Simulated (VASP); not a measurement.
# TiAl3 in VASP: a series of runs

The runs below take TiAl3 through single point, with PBE.

Everything below comes from runs of VASP 6.6.1. Logs are shortened: lines on timing, memory, paths and dates and some standing lists are left out, and cuts for length are marked.

## Step 1: The cell of the first run

The cell holds a slab with vacuum, 8 atoms: a = 5.097 Å, b = 5.097 Å, c = 18.078 Å, α = 90.00°, β = 90.00°, γ = 64.48°.

## Step 2: Single point, PBE

Contents of INCAR:

```
SYSTEM = TiAl3
  ALGO = Normal
  DIPOL = 0.5 0.5 0.502
  EDIFF = 1E-7
  ENCUT = 520
  GGA = PE
  IDIPOL = 3
  ISIF = 2
  ISMEAR = 0
  LASPH = .TRUE.
  LCHARG = .FALSE.
  LDIPOL = .TRUE.
  LREAL = .FALSE.
  LWAVE = .FALSE.
  NBANDS = 31
  NELM = 80
  PREC = Accurate
  SIGMA = 0.1
```

Contents of KPOINTS:

```
k-points
0
G
  6 6 1
  0 0 0
```

Contents of POSCAR:

```
TiAl3
1.0
    5.0969736979      0.0000000000      0.0000000000
    2.1961599276      4.5995676372      0.0000000000
    0.0000000000      0.0000000000     18.0784240738
Al Ti
6 2
Direct
    0.5000000000      0.0000000000      0.3872018917
    0.0000000000      0.5000000000      0.3872018917
    0.0000000000      0.0000000000      0.4624006306
    0.0000000000      0.5000000000      0.5426186245
    0.5000000000      0.0000000000      0.5426186245
    0.5000000000      0.5000000000      0.6159928200
    0.5000000000      0.5000000000      0.4624006306
    0.0000000000      0.0000000000      0.6124580275
```

Potentials or basis: VASP PAW PBE potentials, release 64 (Al, Ti_sv).

On the command line:

```console
$ cat potpaw_PBE.64/Al/POTCAR potpaw_PBE.64/Ti_sv/POTCAR > POTCAR
$ mpirun -np 1 vasp_std > vasp.out
```

OUTCAR:

```text
SYSTEM = TiAl3
   EDIFF = 1E-7
   ENCUT = 520
   GGA = PE
   ISIF = 2
   ISMEAR = 0
   LASPH = .TRUE.
   LREAL = .FALSE.
   NELM = 80
   PREC = Accurate

 ion  position               nearest neighbor table
   1  0.500  0.000  0.387-   2 2.72   2 2.72   5 2.81   7 2.89   7 2.89   3 2.89   3 2.89
   2  0.000  0.500  0.387-   1 2.72   1 2.72   4 2.81   3 2.89   3 2.89   7 2.89   7 2.89
   3  0.000  0.000  0.462-   8 2.71   7 2.72   7 2.72   2 2.89   2 2.89   1 2.89   1 2.89   4 2.93
                             4 2.93   5 2.93   5 2.93
   4  0.000  0.500  0.543-   5 2.72   5 2.72   2 2.81   8 2.84   8 2.84   6 2.87   6 2.87   3 2.93
                             3 2.93   7 2.93   7 2.93
   5  0.500  0.000  0.543-   4 2.72   4 2.72   1 2.81   8 2.84   8 2.84   6 2.87   6 2.87   7 2.93
                             7 2.93   3 2.93   3 2.93
   6  0.500  0.500  0.616-   8 2.72   8 2.72   7 2.78   5 2.87   5 2.87   4 2.87   4 2.87
   7  0.500  0.500  0.462-   3 2.72   3 2.72   6 2.78   1 2.89   1 2.89   2 2.89   2 2.89   5 2.93
                             5 2.93   4 2.93   4 2.93
   8  0.000  0.000  0.612-   3 2.71   6 2.72   6 2.72   4 2.84   4 2.84   5 2.84   5 2.84

  LATTYP: Found a base centered orthorhombic cell.
 ALAT       =     5.4378987651
 B/A-ratio  =     1.5856128664
 C/A-ratio  =     3.3245238381

  Lattice vectors:

 A1 = (  -2.1961599276,  -4.5995676372,   0.0000000000)
 A2 = (   5.0969736979,   0.0000000000,   0.0000000000)
 A3 = (   0.0000000000,   0.0000000000,  18.0784240738)

Analysis of symmetry for initial positions (statically):
=====================================================================
 Subroutine PRICEL returns:
 Original cell was already a primitive cell.

 Routine SETGRP: Setting up the symmetry group for a
 base centered orthorhombic supercell.

 Subroutine GETGRP returns: Found  4 space group operations
 (whereof  4 operations were pure point group operations)
 out of a pool of  8 trial point group operations.

The static configuration has the point symmetry C_2v.

Analysis of symmetry for dynamics (positions and initial velocities):
=====================================================================
 Subroutine PRICEL returns:
 Original cell was already a primitive cell.

 Routine SETGRP: Setting up the symmetry group for a
 base centered orthorhombic supercell.

 Subroutine GETGRP returns: Found  4 space group operations
 (whereof  4 operations were pure point group operations)
 out of a pool of  8 trial point group operations.

The dynamic configuration has the point symmetry C_2v.

 Subroutine INISYM returns: Found  4 space group operations
 (whereof  4 operations are pure point group operations),
 and found     1 'primitive' translations

----------------------------------------------------------------------------------------

                                     Primitive cell

  volume of cell :     423.8283

  direct lattice vectors                    reciprocal lattice vectors
     5.096973698  0.000000000  0.000000000     0.196194852 -0.093677342  0.000000000
     2.196159928  4.599567637  0.000000000     0.000000000  0.217411739  0.000000000
     0.000000000  0.000000000 18.078424074     0.000000000  0.000000000  0.055314556

  length of vectors
     5.096973698  5.096973698 18.078424074     0.217411739  0.217411739  0.055314556

  position of ions in fractional coordinates (direct lattice)
     0.500000000  0.000000000  0.387201892
     0.000000000  0.500000000  0.387201892
     0.000000000  0.000000000  0.462400631
     0.000000000  0.500000000  0.542618625
     0.500000000  0.000000000  0.542618625
     0.500000000  0.500000000  0.615992820
     0.500000000  0.500000000  0.462400631
     0.000000000  0.000000000  0.612458027

  ion indices of the primitive-cell ions
   primitive index   ion index
                 1           1
                 2           2
                 3           3
                 4           4
                 5           5
                 6           6
                 7           7
                 8           8

----------------------------------------------------------------------------------------

 KPOINTS: k-points

Automatic generation of k-mesh.
 Grid dimensions read from file:
 generate k-points for:    6    6    1

 Generating k-lattice:

  Cartesian coordinates                     Fractional coordinates (reciprocal lattice)
     0.032699142 -0.015612890  0.000000000     0.166666667  0.000000000  0.000000000
     0.000000000  0.036235290  0.000000000     0.000000000  0.166666667  0.000000000
     0.000000000  0.000000000  0.055314556     0.000000000  0.000000000  1.000000000

  Length of vectors
     0.036235290  0.036235290  0.055314556

  Shift w.r.t. Gamma in fractional coordinates (k-lattice)
     0.000000000  0.000000000  0.000000000

 Subroutine IBZKPT returns following result:
 ===========================================

 Found     13 irreducible k-points:

 Following reciprocal coordinates:
            Coordinates               Weight
  0.000000  0.000000  0.000000      1.000000
  0.166667 -0.000000  0.000000      4.000000
  0.333333 -0.000000  0.000000      4.000000
  0.500000  0.000000  0.000000      2.000000
  0.166667  0.166667  0.000000      2.000000
  0.333333  0.166667  0.000000      4.000000
  0.500000  0.166667  0.000000      4.000000
 -0.333333  0.166667  0.000000      4.000000
 -0.166667  0.166667  0.000000      2.000000
  0.333333  0.333333  0.000000      2.000000
  0.500000  0.333333  0.000000      4.000000
 -0.333333  0.333333  0.000000      2.000000
  0.500000  0.500000  0.000000      1.000000
   k-points           NKPTS =     13   k-points in BZ     NKDIM =     13   number of bands    NBANDS=     31
   number of dos      NEDOS =    301   number of ions     NIONS =      8
   total plane-waves  NPLWV = 224000
   dimension x,y,z NGX =    40 NGY =   40 NGZ =  140
   dimension x,y,z NGXF=    80 NGYF=   80 NGZF=  280
   ions per type =               6   2
   NGX,Y,Z   is equivalent  to a cutoff of  13.05, 13.05, 12.87 a.u.
   NGXF,Y,Z  is equivalent  to a cutoff of  26.09, 26.09, 25.75 a.u.
 SYSTEM =  TiAl3
   PREC   = accura    normal or accurate (medium, high low for compatibility)
   ISTART =      0    job   : 0-new  1-cont  2-samecut
   ICHARG =      2    charge: 1-file 2-atom 10-const
   ISPIN  =      1    spin polarized calculation?
   LNONCOLLINEAR =      F non collinear calculations
   LSORBIT =      F    spin-orbit coupling
   LASPH  =      T    aspherical Exc in radial PAW
   ENCUT  =  520.0 eV  38.22 Ry    6.18 a.u.   9.48  9.48 33.61*2*pi/ulx,y,z
   NELM   =     80;   NELMIN=  2; NELMDL= -5     # of ELM steps
   EDIFF  = 0.1E-06   stopping-criterion for ELM
   LREAL  =      F    real-space projection
   EDIFFG = 0.1E-05   stopping-criterion for IOM
   NSW    =      0    number of steps for IOM
   IBRION =     -1    ionic relax: 0-MD 1-quasi-New 2-CG
   NFREE  =      0    steps in history (QN), initial steepest desc. (CG)
   ISIF   =      2    stress and relaxation
   ISYM   =      2    0-nonsym 1-usesym 2-fastsym
   POTIM  = 0.5000    time-step for ionic-motion
   TEBEG  =    0.0;   TEEND  =   0.0 temperature during run
   PSTRESS=    0.0 pullay stress
   NELECT =      42.0000    total number of electrons
   NUPDOWN=      -1.0000    fix difference up-down
   EMIN   =  10.00;   EMAX   =-10.00  energy-range for DOS
   EFERMI =   0.00;   METHOD = LEGACY
   ISMEAR =     0;   SIGMA  =   0.10  broadening in eV -4-tet -1-fermi 0-gaus
   EFERMI_NEDOS =   21; number of points for ismear=-14 and -15
   IALGO  =     38    algorithm
   IMIX   =      4    mixing-type and parameters
     AMIX     =   0.40;   BMIX     =  1.00
     AMIX_MAG =   1.60;   BMIX_MAG =  1.00
  volume/ion in A,a.u.               =      52.98       357.52
  Fermi-wavevector in a.u.,A,eV,Ry     =   0.757579  1.431617  7.808737  0.573926
  Thomas-Fermi vector in A             =   1.855957
   LORBIT       =      0    0 simple, 1 ext, 2 COOP (PROOUT), +10 PAW based schemes
   GGA     = PE    functional components
   LHFCALC =     F    Hartree Fock is set to
   AEXX    =    0.0000 exact exchange contribution
   IVDW    =     0    specifies the selected vdW correction
   LEPSILON=     F    determine dielectric tensor
   LRPA    =     F    only Hartree local field effects (RPA)
 non-spin polarized calculation
 Gauss-broadening in eV      SIGMA  =   0.10
  energy-cutoff  :      520.00
  volume of cell :      423.83
 maximum number of plane-waves:     11448
 NGX is ok and might be reduce to    40
   NGX = 19   NGY = 19   NGZ = 67

 dipolmoment           0.000000      0.000000      0.161946 electrons x Angstroem

 number of electron      41.9999999 magnetization

 dipolmoment           0.000000      0.000000     -0.028041 electrons x Angstroem

 Free energy of the ion-electron system (eV)
  ---------------------------------------------------
  ext. energy  EPLUGINS =         0.00000000
  ---------------------------------------------------
  free energy    TOTEN  =       -35.99475643 eV

  energy without entropy =      -35.95369714  energy(sigma->0) =      -35.97422678

 E-fermi :  -0.2892     XC(G=0):  -4.4243

 val. band max:       -0.3052658352   @ k =   0.5000   0.1667   0.0000
 cond. band min:      -0.2812437183   @ k =   0.3333   0.1667   0.0000
 fundamental gap:      0.0240221170
 Fermi energy:        -0.2891852556

 k-point     1 :       0.0000    0.0000    0.0000
  band No.  band energies     occupation
      1     -57.3351      2.00000
      2     -56.9631      2.00000
      3     -33.7800      2.00000
      4     -33.6123      2.00000
      5     -33.4416      2.00000
      6     -33.3174      2.00000
[... 23 lines left out ...]
     30       2.1386      0.00000
     31       2.4567      0.00000
[... 377 lines left out ...]
      1     -57.3351      2.00000
      2     -56.9631      2.00000
      3     -33.7799      2.00000
      4     -33.6131      2.00000
      5     -33.4419      2.00000
      6     -33.3172      2.00000
[... 23 lines left out ...]
     30       2.7686      0.00000
     31       2.8919      0.00000

------------------------ aborting loop because EDIFF is reached ----------------------------------------

 vacuum level on the upper side and lower side of the slab       (xc-potential included)        -0.235         0.003

  FORCE on cell =-STRESS in cart. coord.  units (eV):
  Direction    XX          YY          ZZ          XY          YZ          ZX
  --------------------------------------------------------------------------------------
  -------------------------------------------------------------------------------------
  Total       -5.1218427     -4.1215363     -1.6238988     -1.0475050      0.0000000      0.0000000
  in kB      -19.3618498    -15.5804406     -6.1387448     -3.9598317      0.0000000      0.0000000
  external PRESSURE =     -13.6936784 kB  Pullay stress =       0.0000000 kB

 VOLUME and BASIS-vectors are now :
 -----------------------------------------------------------------------------
  energy-cutoff  :      520.00
  volume of cell :      423.83
      direct lattice vectors                 reciprocal lattice vectors
     5.096973698  0.000000000  0.000000000     0.196194852 -0.093677342  0.000000000
     2.196159928  4.599567637  0.000000000     0.000000000  0.217411739  0.000000000
     0.000000000  0.000000000 18.078424074     0.000000000  0.000000000  0.055314556

 POSITION                                       TOTAL-FORCE (eV/Angst)
 -----------------------------------------------------------------------------------
      2.54849      0.00000      7.00000         0.000000      0.000000      0.595845
      1.09808      2.29978      7.00000        -0.000000      0.000000      0.595845
      0.00000      0.00000      8.35947        -0.000000      0.000000     -0.634609
      1.09808      2.29978      9.80969         0.000000      0.000000     -0.002991
      2.54849      0.00000      9.80969         0.000000      0.000000     -0.002991
      3.64657      2.29978     11.13618        -0.000000      0.000000     -0.001938
      3.64657      2.29978      8.35947        -0.000000      0.000000     -0.558827
      0.00000      0.00000     11.07228         0.000000      0.000000      0.009666
 -----------------------------------------------------------------------------------
    total drift:                                0.000000      0.000000      0.000021

  FREE ENERGIE OF THE ION-ELECTRON SYSTEM (eV)
  ---------------------------------------------------
  free  energy   TOTEN  =       -35.9947564255 eV

  energy  without entropy=      -35.9536971365  energy(sigma->0) =      -35.97422678

 vacuum level on the upper side and lower side of the slab         3.550         3.798
```

It took 7.8 min on 1 thread of Intel Xeon Platinum 8375C at 2.90GHz (Ice Lake), shared host; peak memory 0.53 GiB.

Results:

- Free energy: -35.9948 eV
- Largest force: 0.635 eV/Å
- Band gap on the k mesh: zero (bands 21 and 22 overlap by 0.37 eV)

Forces on the atoms (eV/Å):
```
Al   0.000  0.000  0.596
Al   0.000  0.000  0.596
Al   0.000  0.000 -0.635
Al   0.000  0.000 -0.003
Al   0.000  0.000 -0.003
Al   0.000  0.000 -0.002
Ti   0.000  0.000 -0.559
Ti   0.000  0.000  0.010
```

## Step 3: Single point, PBE

This run uses another cell than the first one.

Contents of INCAR:

```
ALGO = Normal ; DIPOL = 0.5 0.5 0.274
EDIFF = 1E-6 ; ENCUT = 520
GGA = PE ; IDIPOL = 3
ISIF = 2 ; ISMEAR = 0
LASPH = T ; LCHARG = F
LDIPOL = T ; LREAL = F
LWAVE = F ; NBANDS = 31
NELM = 100 ; PREC = Accurate
SIGMA = 0.1
```

Contents of KPOINTS:

```
k-points
0
Gamma
  6 6 1
```

Contents of POSCAR:

```
TiAl3
1.0
    5.0969736979      0.0000000000      0.0000000000
    2.1961599276      4.5995676372      0.0000000000
    0.0000000000      0.0000000000     22.1361794262
Al Ti
6 2
Direct
    0.5000000000      0.0000000000      0.1806996557
    0.0000000000      0.5000000000      0.1806996557
    0.0000000000      0.0000000000      0.2421138078
    0.0000000000      0.5000000000      0.3076271417
    0.5000000000      0.0000000000      0.3076271417
    0.5000000000      0.5000000000      0.3675512052
    0.5000000000      0.5000000000      0.2421138078
    0.0000000000      0.0000000000      0.3646643711
```

Potentials or basis: VASP PAW PBE potentials, release 64 (Al, Ti_sv).

On the command line:

```console
$ cat potpaw_PBE.64/Al/POTCAR potpaw_PBE.64/Ti_sv/POTCAR > POTCAR
$ mpirun -np 1 vasp_std > vasp.out
```

Wall time 7.8 min (1 thread of Intel Xeon Platinum 8375C at 2.90GHz (Ice Lake), shared host); peak memory 0.63 GiB.

The run converged. Its results:

```
Free energy            : -35.9952 eV
Largest force          : 0.635 eV/Å
Band gap on the k mesh : zero (bands 21 and 22 overlap by 0.37 eV)
```

Forces on the atoms (eV/Å):
```
Al   0.000  0.000  0.596
Al   0.000  0.000  0.596
Al   0.000  0.000 -0.635
Al   0.000  0.000 -0.003
Al   0.000  0.000 -0.003
Al   0.000  0.000 -0.002
Ti   0.000  0.000 -0.558
Ti   0.000  0.000  0.010
```

Levels at points of the mesh, in eV from the Fermi level:
| k point | band 17 | band 18 | band 19 | band 20 | band 21 | band 22 | band 23 | band 24 | band 25 | band 26 |
| --- | --- | --- | --- | --- | --- | --- | --- | --- | --- | --- |
| (0.00, 0.00, 0.00) | -1.15 | -1.11 | -1.08 | -0.83 | -0.43 | -0.17 | 0.13 | 0.67 | 1.37 | 1.65 |
| (0.50, 0.00, 0.00) | -1.43 | -0.62 | -0.57 | -0.25 | -0.08 | 0.21 | 0.75 | 0.80 | 1.09 | 1.10 |
| (0.50, 0.50, 0.00) | -1.81 | -0.81 | -0.37 | 0.08 | 0.14 | 0.23 | 0.51 | 0.59 | 0.79 | 1.06 |
